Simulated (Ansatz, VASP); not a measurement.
**Ta4H3: VASP beside Ansatz**

INCAR

```
PREC = Accurate
ENCUT = 520
EDIFF = 1E-6
ISMEAR = 0
SIGMA = 0.2
LREAL = False
LASPH = True
NELM = 100
ALGO = Normal
ISIF = 2
LWAVE = False
LCHARG = False
GGA = PE
NBANDS = 32
```

Contents of KPOINTS:

```
regular mesh
0
Gamma
  6 4 4
```

File POSCAR:

```
Ta4H3
1.0
    0.0000000000      0.0000000000      3.4667247952
    4.8231095839      0.0000000000      0.0000000000
    0.0000000000      4.8231095839      0.0000000000
Ta H
4 3
Direct
    0.2447894641      0.7559277865      0.7559277865
    0.2447894641      0.2440722135      0.2440722135
    0.7552105359      0.7559277865      0.2440722135
    0.7552105359      0.2440722135      0.7559277865
    0.5000000000      0.5000000000      1.0000000000
    0.5000000000      0.0000000000      0.5000000000
    0.0000000000      0.5000000000      0.5000000000
```

Input for Ansatz:

```yaml
crystal:
  lattice:
    - [0.0, 0.0, 3.4667247952]
    - [4.8231095839, 0.0, 0.0]
    - [0.0, 4.8231095839, 0.0]
  atoms:
    - { symbol: Ta, position: [0.2447894641, 0.7559277865, 0.7559277865] }
    - { symbol: Ta, position: [0.2447894641, 0.2440722135, 0.2440722135] }
    - { symbol: Ta, position: [0.7552105359, 0.7559277865, 0.2440722135] }
    - { symbol: Ta, position: [0.7552105359, 0.2440722135, 0.7559277865] }
    - { symbol: H, position: [0.5, 0.5, 1.0] }
    - { symbol: H, position: [0.5, 0.0, 0.5] }
    - { symbol: H, position: [0.0, 0.5, 0.5] }
basis:
  ecutwfc: 420
kpoints:
  mp_grid: { grid: [6, 4, 4] }
hamiltonian:
  xc: pbe
scf:
  occupations: { method: gaussian, width: 0.2 }
  lower_state_search: "off"
output:
  forces: true
  stress: true
  eigenvalues: true
```

Alike in both runs: task single point; functional PBE; k mesh 6 × 4 × 4; occupations gaussian, width 0.2 eV; no spin polarisation.

```csv
,VASP,Ansatz
version,VASP 6.6.1,Ansatz 0.2.0
potentials or method,"VASP PAW PBE potentials, release 64 (Ta_pv, H), cutoff 520 eV","scalar-relativistic, plane waves, PAW"
valence electrons in the cell,47,55
```

```tsv
	VASP	Ansatz	Ansatz less VASP
gap on the k mesh at the Fermi level (eV)	none	none	-
pressure (GPa)	0.2	0.0	-0.13
traceless stress, the component that is largest in VASP (GPa)	-0.61	-0.57	+0.043
rms of the force components (eV/Å)	0.010	0.005	-0.0053
```

Atom by atom the forces differ by 0.005 eV/Å (rms over components). A gap of «none» marks a metal or a gap that the smearing closes. VASP's potentials hold 47 valence electrons a cell and Ansatz's 55, so a difference there can come from the potentials and not from the codes.

Neither program's run includes spin-orbit coupling.
